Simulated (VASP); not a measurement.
# Na2S (Fm-3m) in VASP: a series of runs

Runs on Na2S. Level: PBE. Tasks: single point.

Program: VASP 6.6.1. These are calculated values, not measurements. Logs are shortened: lines on timing, memory, paths and dates and some standing lists are left out, and cuts for length are marked.

## (1) The cell of the first run

It takes space group Fm-3m (No. 225, cubic). The conventional cell has a = 6.252 Å, b = 6.252 Å, c = 6.252 Å, α = 90.00°, β = 90.00°, γ = 90.00°. Na (site symmetry -43m) has 4 S at 2.71 Å and 6 Na at 3.13 Å within 3.6 Å. S (site symmetry m-3m) has 8 Na at 2.71 Å within 3.6 Å.

## (2) Single point, PBE (strain -4.0%)

The input, INCAR:

```
ALGO = Normal ; EDIFF = 1E-6
ENCUT = 500 ; GGA = PE
GGA_COMPAT = False ; ISIF = 2
ISMEAR = -1 ; LASPH = True
LCHARG = False ; LREAL = False
LWAVE = False ; NBANDS = 17
NELM = 120 ; PREC = Accurate
SIGMA = 0.02
```

The input, KPOINTS:

```
k-points
0
Gamma
  8 8 8
```

The input, POSCAR:

```
Na2S
1.0
    0.0000000000      3.1258625704      3.1258625704
    3.1258625704      0.0000000000      3.1258625704
    3.1258625704      3.1258625704      0.0000000000
Na S
2 1
Direct
    0.2500000000      0.2500000000      0.2500000000
    0.7500000000      0.7500000000      0.7500000000
    0.0000000000      0.0000000000      0.0000000000
```

Potentials or basis: VASP PAW PBE potentials, release 64 (Na_pv, S).

Command:

```console
$ cat potpaw_PBE.64/Na_pv/POTCAR potpaw_PBE.64/S/POTCAR > POTCAR
$ mpirun -np 1 vasp_std > vasp.out
```

OUTCAR:

```text
EDIFF = 1E-6
   ENCUT = 500
   GGA = PE
   ISIF = 2
   ISMEAR = -1
   LASPH = True
   LREAL = False
   NELM = 120
   PREC = Accurate

 ion  position               nearest neighbor table
   1  0.250  0.250  0.250-   3 2.71   3 2.71   3 2.71   3 2.71
   2  0.750  0.750  0.750-   3 2.71   3 2.71   3 2.71   3 2.71
   3  0.000  0.000  0.000-   2 2.71   2 2.71   2 2.71   1 2.71   2 2.71   1 2.71   1 2.71   1 2.71

  LATTYP: Found a face centered cubic cell.
 ALAT       =     6.2517251408

  Lattice vectors:

 A1 = (   0.0000000000,   3.1258625704,   3.1258625704)
 A2 = (   3.1258625704,   0.0000000000,   3.1258625704)
 A3 = (   3.1258625704,   3.1258625704,   0.0000000000)

Analysis of symmetry for initial positions (statically):
=====================================================================
 Subroutine PRICEL returns:
 Original cell was already a primitive cell.

 Routine SETGRP: Setting up the symmetry group for a
 face centered cubic supercell.

 Subroutine GETGRP returns: Found 48 space group operations
 (whereof 48 operations were pure point group operations)
 out of a pool of 48 trial point group operations.

The static configuration has the point symmetry O_h .

Analysis of symmetry for dynamics (positions and initial velocities):
=====================================================================
 Subroutine PRICEL returns:
 Original cell was already a primitive cell.

 Routine SETGRP: Setting up the symmetry group for a
 face centered cubic supercell.

 Subroutine GETGRP returns: Found 48 space group operations
 (whereof 48 operations were pure point group operations)
 out of a pool of 48 trial point group operations.

The dynamic configuration has the point symmetry O_h .

 Subroutine INISYM returns: Found 48 space group operations
 (whereof 48 operations are pure point group operations),
 and found     1 'primitive' translations

----------------------------------------------------------------------------------------

                                     Primitive cell

  volume of cell :      61.0857

  direct lattice vectors                    reciprocal lattice vectors
     0.000000000  3.125862570  3.125862570    -0.159955849  0.159955849  0.159955849
     3.125862570  0.000000000  3.125862570     0.159955849 -0.159955849  0.159955849
     3.125862570  3.125862570  0.000000000     0.159955849  0.159955849 -0.159955849

  length of vectors
     4.420637241  4.420637241  4.420637241     0.277051657  0.277051657  0.277051657

  position of ions in fractional coordinates (direct lattice)
[... 76 lines left out ...]
   LNONCOLLINEAR =      F non collinear calculations
   LSORBIT =      F    spin-orbit coupling
   LASPH  =      T    aspherical Exc in radial PAW
   ENCUT  =  500.0 eV  36.75 Ry    6.06 a.u.   8.06  8.06  8.06*2*pi/ulx,y,z
   NELM   =    120;   NELMIN=  2; NELMDL= -5     # of ELM steps
   EDIFF  = 0.1E-05   stopping-criterion for ELM
   LREAL  =      F    real-space projection
   EDIFFG = 0.1E-04   stopping-criterion for IOM
   NSW    =      0    number of steps for IOM
   IBRION =     -1    ionic relax: 0-MD 1-quasi-New 2-CG
   NFREE  =      0    steps in history (QN), initial steepest desc. (CG)
   ISIF   =      2    stress and relaxation
   ISYM   =      2    0-nonsym 1-usesym 2-fastsym
   POTIM  = 0.5000    time-step for ionic-motion
   TEBEG  =    0.0;   TEEND  =   0.0 temperature during run
   PSTRESS=    0.0 pullay stress
   NELECT =      20.0000    total number of electrons
   NUPDOWN=      -1.0000    fix difference up-down
   EMIN   =  10.00;   EMAX   =-10.00  energy-range for DOS
   EFERMI =   0.00;   METHOD = LEGACY
   ISMEAR =    -1;   SIGMA  =   0.02  broadening in eV -4-tet -1-fermi 0-gaus
   EFERMI_NEDOS =   21; number of points for ismear=-14 and -15
   IALGO  =     38    algorithm
   IMIX   =      4    mixing-type and parameters
     AMIX     =   0.40;   BMIX     =  1.00
     AMIX_MAG =   1.60;   BMIX_MAG =  1.00
  volume/ion in A,a.u.               =      20.36       137.41
  Fermi-wavevector in a.u.,A,eV,Ry     =   1.128336  2.132245 17.322137  1.273141
  Thomas-Fermi vector in A             =   2.265025
   LORBIT       =      0    0 simple, 1 ext, 2 COOP (PROOUT), +10 PAW based schemes
   GGA     = PE    functional components
   LHFCALC =     F    Hartree Fock is set to
   AEXX    =    0.0000 exact exchange contribution
   IVDW    =     0    specifies the selected vdW correction
   LEPSILON=     F    determine dielectric tensor
   LRPA    =     F    only Hartree local field effects (RPA)
 non-spin polarized calculation
  energy-cutoff  :      500.00
  volume of cell :       61.09
 maximum number of plane-waves:      1572
   NGX = 17   NGY = 17   NGZ = 17

 number of electron      20.0000008 magnetization

 Free energy of the ion-electron system (eV)
  ---------------------------------------------------
  ext. energy  EPLUGINS =         0.00000000
  ---------------------------------------------------
  free energy    TOTEN  =        -9.81998402 eV

  energy without entropy =       -9.81998402  energy(sigma->0) =       -9.81998402

 E-fermi :   1.3026     XC(G=0):  -8.3458

 val. band max:        0.8200804336   @ k =   0.0000   0.0000   0.0000
 cond. band min:       3.7842601998   @ k =   0.0000   0.0000   0.0000
 fundamental gap:      2.9641797662
 Fermi energy:         1.3026342567

 k-point     1 :       0.0000    0.0000    0.0000
  band No.  band energies     occupation
      1     -21.1611      2.00000
      2     -21.1611      2.00000
      3     -21.1611      2.00000
      4     -21.0793      2.00000
      5     -21.0793      2.00000
      6     -21.0793      2.00000
[... 457 lines left out ...]
      4     -21.1245      2.00000
      5     -21.0810      2.00000
      6     -21.0793      2.00000
[... 9 lines left out ...]
     16      12.1886      0.00000
     17      13.4811      0.00000

 [... further k-points ...]
[... 5 lines left out ...]
  --------------------------------------------------------------------------------------
  -------------------------------------------------------------------------------------
  Total        2.1941380      2.1941380      2.1941380     -0.0000000     -0.0000000      0.0000000
  in kB       57.5486172     57.5486172     57.5486172     -0.0000000     -0.0000000      0.0000000
  external PRESSURE =      57.5486172 kB  Pullay stress =       0.0000000 kB

 VOLUME and BASIS-vectors are now :
 -----------------------------------------------------------------------------
  energy-cutoff  :      500.00
  volume of cell :       61.09
      direct lattice vectors                 reciprocal lattice vectors
     0.000000000  3.125862570  3.125862570    -0.159955849  0.159955849  0.159955849
     3.125862570  0.000000000  3.125862570     0.159955849 -0.159955849  0.159955849
     3.125862570  3.125862570  0.000000000     0.159955849  0.159955849 -0.159955849

 POSITION                                       TOTAL-FORCE (eV/Angst)
 -----------------------------------------------------------------------------------
      1.56293      1.56293      1.56293         0.000000      0.000000      0.000000
      4.68879      4.68879      4.68879        -0.000000     -0.000000     -0.000000
      0.00000      0.00000      0.00000        -0.000000     -0.000000      0.000000
 -----------------------------------------------------------------------------------
    total drift:                               -0.000000     -0.000000      0.000000

  FREE ENERGIE OF THE ION-ELECTRON SYSTEM (eV)
  ---------------------------------------------------
  free  energy   TOTEN  =        -9.8199840243 eV

  energy  without entropy=       -9.8199840243  energy(sigma->0) =       -9.81998402
```

stdout:

```text
POSCAR found type information on POSCAR NaS
 POSCAR found :  2 types and       3 ions
 scaLAPACK will be used
 LDA part: xc-table for (Slater+PW92), standard interpolation
 POSCAR, INCAR and KPOINTS ok, starting setup
 FFT: planning ... GRIDC
 FFT: planning ... GRID_SOFT
 FFT: planning ... GRID
 WAVECAR not read
 entering main loop
```

Wall time 48 s (1 thread of Intel Xeon 8259CL, shared host); peak memory 0.17 GiB.

Results:

```
Free energy            : -9.8200 eV
Pressure               : 5.8 GPa
Band gap on the k mesh : 2.96 eV
```

Caveat: the cell differs from its parent crystal (strain -4.0%); the cell stands under pressure.

## (3) Single point, PBE

This run uses another cell than the first one, of 23.00 Å³/atom.

The input, INCAR:

```
PREC = Accurate ; ENCUT = 500
EDIFF = 1E-6 ; ISMEAR = -1
SIGMA = 0.02 ; LREAL = False
LASPH = True ; NELM = 120
ALGO = Normal ; ISIF = 2
LWAVE = False ; LCHARG = False
GGA = PE ; NBANDS = 17
GGA_COMPAT = False
```

The input, KPOINTS:

```
regular mesh
0
Gamma
  8 8 8
```

The input, POSCAR:

```
Na2S
1.0
    0.0000000000      3.2554286299      3.2554286299
    3.2554286299      0.0000000000      3.2554286299
    3.2554286299      3.2554286299      0.0000000000
Na S
2 1
Direct
    0.2500000000      0.2500000000      0.2500000000
    0.7500000000      0.7500000000      0.7500000000
    0.0000000000      0.0000000000      0.0000000000
```

Potentials or basis: VASP PAW PBE potentials, release 64 (Na_pv, S).

Command:

```console
$ cat potpaw_PBE.64/Na_pv/POTCAR potpaw_PBE.64/S/POTCAR > POTCAR
$ mpirun -np 1 vasp_std > vasp.out
```

OUTCAR:

```text
PREC = Accurate
   ENCUT = 500
   EDIFF = 1E-6
   ISMEAR = -1
   LREAL = False
   LASPH = True
   NELM = 120
   ISIF = 2
   GGA = PE

 ion  position               nearest neighbor table
   1  0.250  0.250  0.250-
   2  0.750  0.750  0.750-
   3  0.000  0.000  0.000-

  LATTYP: Found a face centered cubic cell.
 ALAT       =     6.5108572598

  Lattice vectors:

 A1 = (   0.0000000000,   3.2554286299,   3.2554286299)
 A2 = (   3.2554286299,   0.0000000000,   3.2554286299)
 A3 = (   3.2554286299,   3.2554286299,   0.0000000000)

Analysis of symmetry for initial positions (statically):
=====================================================================
 Subroutine PRICEL returns:
 Original cell was already a primitive cell.

 Routine SETGRP: Setting up the symmetry group for a
 face centered cubic supercell.

 Subroutine GETGRP returns: Found 48 space group operations
 (whereof 48 operations were pure point group operations)
[... 157 lines left out ...]

 Free energy of the ion-electron system (eV)
  ---------------------------------------------------
  ext. energy  EPLUGINS =         0.00000000
  ---------------------------------------------------
  free energy    TOTEN  =        -9.97128182 eV

  energy without entropy =       -9.97128182  energy(sigma->0) =       -9.97128182

 E-fermi :   0.6759     XC(G=0):  -7.8744

 val. band max:        0.2473482449   @ k =   0.0000   0.0000   0.0000
 cond. band min:       2.7791381796   @ k =   0.0000   0.0000   0.0000
 fundamental gap:      2.5317899347
 Fermi energy:         0.6758546670

 k-point     1 :       0.0000    0.0000    0.0000
  band No.  band energies     occupation
      1     -21.9648      2.00000
      2     -21.9648      2.00000
      3     -21.9648      2.00000
      4     -21.9088      2.00000
      5     -21.9088      2.00000
      6     -21.9088      2.00000
[... 457 lines left out ...]
      4     -21.9391      2.00000
      5     -21.9102      2.00000
      6     -21.9092      2.00000
[... 9 lines left out ...]
     16      10.9671      0.00000
     17      12.2406      0.00000

 [... further k-points ...]
[... 5 lines left out ...]
  --------------------------------------------------------------------------------------
  -------------------------------------------------------------------------------------
  Total        0.3415265      0.3415265      0.3415265     -0.0000000     -0.0000000      0.0000000
  in kB        7.9301316      7.9301316      7.9301316     -0.0000000     -0.0000000      0.0000000
  external PRESSURE =       7.9301316 kB  Pullay stress =       0.0000000 kB

 VOLUME and BASIS-vectors are now :
 -----------------------------------------------------------------------------
  energy-cutoff  :      500.00
  volume of cell :       69.00
      direct lattice vectors                 reciprocal lattice vectors
     0.000000000  3.255428630  3.255428630    -0.153589606  0.153589606  0.153589606
     3.255428630  0.000000000  3.255428630     0.153589606 -0.153589606  0.153589606
     3.255428630  3.255428630  0.000000000     0.153589606  0.153589606 -0.153589606

 POSITION                                       TOTAL-FORCE (eV/Angst)
 -----------------------------------------------------------------------------------
      1.62771      1.62771      1.62771        -0.000000     -0.000000     -0.000000
      4.88314      4.88314      4.88314         0.000000      0.000000      0.000000
      0.00000      0.00000      0.00000        -0.000000     -0.000000      0.000000
 -----------------------------------------------------------------------------------
    total drift:                                0.000000      0.000000      0.000000

  FREE ENERGIE OF THE ION-ELECTRON SYSTEM (eV)
  ---------------------------------------------------
  free  energy   TOTEN  =        -9.9712818199 eV

  energy  without entropy=       -9.9712818199  energy(sigma->0) =       -9.97128182
```

stdout:

```text
POSCAR found type information on POSCAR NaS
 POSCAR found :  2 types and       3 ions
 scaLAPACK will be used
 LDA part: xc-table for (Slater+PW92), standard interpolation
 POSCAR, INCAR and KPOINTS ok, starting setup
 FFT: planning ... GRIDC
 FFT: planning ... GRID_SOFT
 FFT: planning ... GRID
 WAVECAR not read
 entering main loop
```

Run time: 64 s. Hardware: 1 thread of Intel Xeon 8259CL, shared host; peak memory 0.2 GiB.

Results:

| Item | Value |
| --- | --- |
| Free energy | -9.9713 eV |
| Pressure | 0.8 GPa |
| Band gap on the k mesh | 2.53 eV |

Levels at points of the mesh, in eV from the valence-band top:
```csv
k point,band 8,band 9,band 10,band 11,band 12,band 13
"(0.00, 0.00, 0.00)",0.00,0.00,0.00,2.53,7.79,7.79
"(0.50, 0.00, 0.00)",-1.66,-0.13,-0.13,4.85,6.51,7.18
"(0.50, 0.50, 0.00)",-1.49,-0.46,-0.46,3.85,6.05,8.57
```

A k mesh can miss the band edges. Expect the measured gap to be larger: semilocal functionals such as PBE lack the derivative discontinuity.
